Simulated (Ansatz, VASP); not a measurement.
Two plane-wave programs on Al3Cl

```xyz
4
Lattice="5.7041 0.0000 0.0000 -2.8520 4.9399 0.0000 0.0000 0.0000 2.9817" Properties=species:S:1:pos:R:3 pbc="T T T"
Al    2.8520    0.0000    1.4908
Al   -1.4260    2.4699    1.4908
Al    1.4260    2.4699    1.4908
Cl    0.0000    0.0000    0.0000
```

Alike in both runs: task relaxation of cell and atoms; functional PBE; k mesh 12 × 12 × 16; occupations gaussian, width 0.1 eV; no spin polarisation.

|  | VASP | Ansatz |
| --- | --- | --- |
| version | VASP 6.6.1 | Ansatz 0.2.0 |
| potentials or method | VASP PAW PBE potentials, release 64 (Al, Cl), cutoff 600 eV | scalar-relativistic, plane waves, PAW |
| valence electrons in the cell | 16 | 16 |

```tsv
	VASP	Ansatz	Ansatz less VASP
gap on the k mesh at the Fermi level, each at its own relaxed structure (eV)	none	none	-
relaxed volume (Å³/atom)	20.91	20.92	+0.011
relaxed cell length with the largest relative difference (Å)	5.709	5.710	+0.0014
```

A gap of «none» marks a metal or a gap that the smearing closes.
